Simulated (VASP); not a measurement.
# Fe (Fm-3m) in VASP: notebook, part 2 of 2

VASP 6.6.1. Earlier steps stand in the parts before.

## 4. Single point, BLYP (volume scaled by 0.96)

INCAR reads:

```
SYSTEM = Fe
PREC     = Accurate       ! precision mode
ENCUT    = 520            ! plane-wave cutoff, eV
EDIFF    = 1E-6           ! SCF threshold, eV
ISMEAR   = -1             ! smearing method
SIGMA    = 0.1            ! smearing width, eV
LREAL    = .False.        ! projectors in reciprocal space
LASPH    = .True.         ! aspherical terms in the spheres
NELM     = 60             ! most SCF steps
ALGO     = Normal         ! electronic algorithm
ISIF     = 2              ! what is computed and relaxed
LWAVE    = .False.        ! write WAVECAR
LCHARG   = .False.        ! write CHGCAR
GGA      = B5             ! functional
ALDAX    = 1.0          
AGGAX    = 1.0          
AGGAC    = 1.0          
ALDAC    = 0.0          
NBANDS   = 10             ! bands
```

KPOINTS reads:

```
Automatic mesh
0
Gamma
  17 17 17
  0 0 0
```

POSCAR reads:

```
Fe
1.0
    0.0000000000      1.7248480289      1.7248480289
    1.7248480289      0.0000000000      1.7248480289
    1.7248480289      1.7248480289      0.0000000000
Fe
1
Direct
    0.0000000000      0.0000000000      0.0000000000
```

Potentials or basis: VASP PAW PBE potentials, release 64 (Fe).

Command:

```bash
$ cat potpaw_PBE.64/Fe/POTCAR > POTCAR
$ mpirun -np 1 vasp_std > vasp.out
```

OUTCAR:

```text
SYSTEM = Fe
   PREC = Accurate
   ENCUT = 520
   EDIFF = 1E-6
   ISMEAR = -1
   LREAL = .False.
   LASPH = .True.
   NELM = 60
   ISIF = 2
   GGA = B5

 ion  position               nearest neighbor table
   1  0.000  0.000  0.000-

  LATTYP: Found a face centered cubic cell.
 ALAT       =     3.4496960578

  Lattice vectors:

 A1 = (   0.0000000000,   1.7248480289,   1.7248480289)
 A2 = (   1.7248480289,   0.0000000000,   1.7248480289)
 A3 = (   1.7248480289,   1.7248480289,   0.0000000000)

Analysis of symmetry for initial positions (statically):
[... 482 lines left out ...]
      5       6.9545      1.91674
      6       7.2343      1.16802
      7      29.0279      0.00000
      8      31.4486      0.00000
      9      34.7620      0.00000
     10      36.9860      0.00000

 [... further k-points ...]
[... 5 lines left out ...]
  --------------------------------------------------------------------------------------
  -------------------------------------------------------------------------------------
  Total        0.7322352      0.7322352      0.7322352     -0.0000000     -0.0000000      0.0000000
  in kB      114.3085385    114.3085385    114.3085385     -0.0000000     -0.0000000      0.0000000
  external PRESSURE =     114.3085385 kB  Pullay stress =       0.0000000 kB

 VOLUME and BASIS-vectors are now :
 -----------------------------------------------------------------------------
  energy-cutoff  :      520.00
  volume of cell :       10.26
      direct lattice vectors                 reciprocal lattice vectors
     0.000000000  1.724848029  1.724848029    -0.289880611  0.289880611  0.289880611
     1.724848029  0.000000000  1.724848029     0.289880611 -0.289880611  0.289880611
     1.724848029  1.724848029  0.000000000     0.289880611  0.289880611 -0.289880611

 POSITION                                       TOTAL-FORCE (eV/Angst)
 -----------------------------------------------------------------------------------
      0.00000      0.00000      0.00000         0.000000      0.000000      0.000000
 -----------------------------------------------------------------------------------
    total drift:                                0.000000     -0.000000      0.000000

  FREE ENERGIE OF THE ION-ELECTRON SYSTEM (eV)
  ---------------------------------------------------
  free  energy   TOTEN  =        -6.9961374056 eV

  energy  without entropy=       -6.9364050342  energy(sigma->0) =       -6.96627122
```

OSZICAR:

```text
N       E                     dE             d eps       ncg     rms          rms(c)
DAV:   1     0.175163738818E+02    0.17516E+02   -0.43896E+03  3516   0.107E+03
DAV:   2    -0.778173551921E+01   -0.25298E+02   -0.23728E+02  3340   0.131E+02
DAV:   3    -0.831958367169E+01   -0.53785E+00   -0.53468E+00  3722   0.241E+01
DAV:   4    -0.832167812685E+01   -0.20945E-02   -0.20941E-02  3526   0.138E+00
DAV:   5    -0.832169346571E+01   -0.15339E-04   -0.15339E-04  3556   0.114E-01    0.113E+01
DAV:   6    -0.711336182277E+01    0.12083E+01   -0.11121E+01  3606   0.520E+01    0.177E+00
DAV:   7    -0.701415604619E+01    0.99206E-01   -0.63582E-01  3656   0.122E+01    0.739E-01
DAV:   8    -0.700072826803E+01    0.13428E-01   -0.72025E-03  4716   0.802E-01    0.329E-01
DAV:   9    -0.699616419842E+01    0.45641E-02   -0.34617E-03  3886   0.395E-01    0.564E-02
DAV:  10    -0.699613901675E+01    0.25182E-04   -0.28802E-05  4330   0.574E-02    0.133E-02
DAV:  11    -0.699613718019E+01    0.18366E-05   -0.44085E-07  2276   0.705E-03    0.203E-03
DAV:  12    -0.699613740558E+01   -0.22539E-06   -0.18203E-08  1710   0.195E-03
   1 F= -.69961374E+01 E0= -.69662712E+01  d E =-.597324E-01
```

stdout:

```text
POSCAR found type information on POSCAR Fe
 POSCAR found :  1 types and       1 ions
 scaLAPACK will be used
 -----------------------------------------------------------------------------
|                                                                             |
|                                                                             |
|     You enforced a specific xc type in the INCAR file but a different       |
|     I HOPE YOU KNOW WHAT YOU ARE DOING!                                     |
|                                                                             |
 -----------------------------------------------------------------------------

 LDA part: xc-table for (Slater(with rela. corr.)+VWN5), standard interpolation
 POSCAR, INCAR and KPOINTS ok, starting setup
 FFT: planning ... GRIDC
 FFT: planning ... GRID_SOFT
 FFT: planning ... GRID
 WAVECAR not read
 entering main loop
```

Wall time 26 s (1 thread of AMD EPYC 7R43 (Zen 3), shared host); peak memory 0.09 GiB.

What came out:

```
Free energy            : -6.9961 eV
Pressure               : 11.4 GPa
Band gap on the k mesh : zero (band 4 reaches 8.50 eV, above the bottom of band 5 at 6.50 eV)
```

Caveat: the cell differs from its parent crystal (volume scaled by 0.96); the PAW data sets were made with another functional, which shifts forces and pressure a little; the run has no spin polarisation, though such a crystal can be magnetic.

## 5. Single point, BLYP

This run uses another cell than the first one, of 10.69 Å³/atom, 1.136 times its volume.

INCAR is that of step 4.

KPOINTS is that of step 4.

POSCAR reads:

```
Fe
1.0
    0.0000000000      1.7484790206      1.7484790206
    1.7484790206      0.0000000000      1.7484790206
    1.7484790206      1.7484790206      0.0000000000
Fe
1
Direct
    0.0000000000      0.0000000000      0.0000000000
```

Potentials or basis: VASP PAW PBE potentials, release 64 (Fe).

Command:

```bash
$ cat potpaw_PBE.64/Fe/POTCAR > POTCAR
$ mpirun -np 1 vasp_std > vasp.out
```

OUTCAR:

```text
SYSTEM = Fe
   PREC = Accurate
   ENCUT = 520
   EDIFF = 1E-6
   ISMEAR = -1
   LREAL = .False.
   LASPH = .True.
   NELM = 60
   ISIF = 2
   GGA = B5

 ion  position               nearest neighbor table
   1  0.000  0.000  0.000-

  LATTYP: Found a face centered cubic cell.
 ALAT       =     3.4969580412

  Lattice vectors:

 A1 = (   0.0000000000,   1.7484790206,   1.7484790206)
 A2 = (   1.7484790206,   0.0000000000,   1.7484790206)
[... 490 lines left out ...]
     10      35.8482      0.00000

 [... further k-points ...]

------------------------ aborting loop because EDIFF is reached ----------------------------------------

  FORCE on cell =-STRESS in cart. coord.  units (eV):
  Direction    XX          YY          ZZ          XY          YZ          ZX
  --------------------------------------------------------------------------------------
  -------------------------------------------------------------------------------------
  Total        0.0129958      0.0129958      0.0129958      0.0000000     -0.0000000      0.0000000
  in kB        1.9476048      1.9476048      1.9476048      0.0000000     -0.0000000      0.0000000
  external PRESSURE =       1.9476048 kB  Pullay stress =       0.0000000 kB

 VOLUME and BASIS-vectors are now :
 -----------------------------------------------------------------------------
  energy-cutoff  :      520.00
  volume of cell :       10.69
      direct lattice vectors                 reciprocal lattice vectors
     0.000000000  1.748479021  1.748479021    -0.285962825  0.285962825  0.285962825
     1.748479021  0.000000000  1.748479021     0.285962825 -0.285962825  0.285962825
     1.748479021  1.748479021  0.000000000     0.285962825  0.285962825 -0.285962825

 POSITION                                       TOTAL-FORCE (eV/Angst)
 -----------------------------------------------------------------------------------
      0.00000      0.00000      0.00000         0.000000      0.000000      0.000000
 -----------------------------------------------------------------------------------
    total drift:                                0.000000     -0.000000      0.000000

  FREE ENERGIE OF THE ION-ELECTRON SYSTEM (eV)
  ---------------------------------------------------
  free  energy   TOTEN  =        -7.0111006492 eV

  energy  without entropy=       -6.9478854523  energy(sigma->0) =       -6.97949305
```

stdout:

```text
POSCAR found type information on POSCAR Fe
 POSCAR found :  1 types and       1 ions
 scaLAPACK will be used
 -----------------------------------------------------------------------------
|                                                                             |
|                                                                             |
|     You enforced a specific xc type in the INCAR file but a different       |
|     I HOPE YOU KNOW WHAT YOU ARE DOING!                                     |
|                                                                             |
 -----------------------------------------------------------------------------

 LDA part: xc-table for (Slater(with rela. corr.)+VWN5), standard interpolation
 POSCAR, INCAR and KPOINTS ok, starting setup
 FFT: planning ... GRIDC
 FFT: planning ... GRID_SOFT
 FFT: planning ... GRID
 WAVECAR not read
 entering main loop
```

Wall time 27 s (1 thread of AMD EPYC 7R43 (Zen 3), shared host); peak memory 0.1 GiB.

Results:

```yaml
Free_energy: -7.0111 eV
Pressure: 0.2 GPa
Band_gap_on_the_k_mesh: zero (band 4 reaches 7.97 eV, above the bottom of band 5 at 6.09 eV)
```

Caveat: the PAW data sets were made with another functional, which shifts forces and pressure a little; the run has no spin polarisation, though such a crystal can be magnetic. Spin polarisation is off, so any magnetic state and its effect on volume and gap are missing.

## 6. Single point, BLYP (volume scaled by 1.04)

INCAR reads:

```
SYSTEM = Fe
PREC = Accurate ; ENCUT = 520
EDIFF = 1E-6 ; ISMEAR = -1
SIGMA = 0.1 ; LREAL = .FALSE.
LASPH = .TRUE. ; NELM = 60
ALGO = Normal ; ISIF = 2
LWAVE = .FALSE. ; LCHARG = .FALSE.
GGA = B5 ; ALDAX = 1.0
AGGAX = 1.0 ; AGGAC = 1.0
ALDAC = 0.0 ; NBANDS = 10
```

KPOINTS reads:

```
regular mesh
0
G
  17 17 17
  0 0 0
```

POSCAR reads:

```
Fe
1.0
    0.0000000000      1.7714879621      1.7714879621
    1.7714879621      0.0000000000      1.7714879621
    1.7714879621      1.7714879621      0.0000000000
Fe
1
Direct
    0.0000000000      0.0000000000      0.0000000000
```

Potentials or basis: VASP PAW PBE potentials, release 64 (Fe).

Command:

```bash
$ cat potpaw_PBE.64/Fe/POTCAR > POTCAR
$ mpirun -np 1 vasp_std > vasp.out
```

It took 27 s on 1 thread of AMD EPYC 7R43 (Zen 3), shared host; peak memory 0.1 GiB.

The run converged. Its results:

| Item | Value |
| --- | --- |
| Free energy | -6.9993 eV |
| Pressure | -8.7 GPa |
| Band gap on the k mesh | zero (band 4 reaches 7.48 eV, above the bottom of band 5 at 5.72 eV) |

Levels at points of the mesh, in eV from the Fermi level:
```csv
k point,band 1,band 2,band 3,band 4,band 5,band 6,band 7,band 8
"(0.00, 0.00, 0.00)",-8.18,-1.45,-1.45,-1.45,-0.09,-0.09,22.96,27.70
```

Caveat: the cell differs from its parent crystal (volume scaled by 1.04); the PAW data sets were made with another functional, which shifts forces and pressure a little; the run has no spin polarisation, though such a crystal can be magnetic. Spin polarisation is off, so any magnetic state and its effect on volume and gap are missing.

## 7. Overview

```csv
cell,gap on the mesh (eV),pressure (GPa)
"a = 2.370 Å, angles 60.0°, 1 atom",none,43.4
"a = 2.405 Å, angles 60.0°, 1 atom",none,25.6
"a = 2.439 Å, angles 60.0°, 1 atom",none,11.4
"a = 2.473 Å, angles 60.0°, 1 atom",none,0.2
"a = 2.505 Å, angles 60.0°, 1 atom",none,-8.7
```

Alike in all rows: task single point; level BLYP; potentials or basis VASP PAW PBE potentials, release 64 (Fe); no spin polarisation; k mesh 17 × 17 × 17; cutoff (eV) 520; smearing fermi-dirac 0.1 eV.

Caveats: the PAW data sets were made with another functional, which shifts forces and pressure a little; the run has no spin polarisation, though such a crystal can be magnetic.

Absolute energies hang on the potentials; compare differences alone.
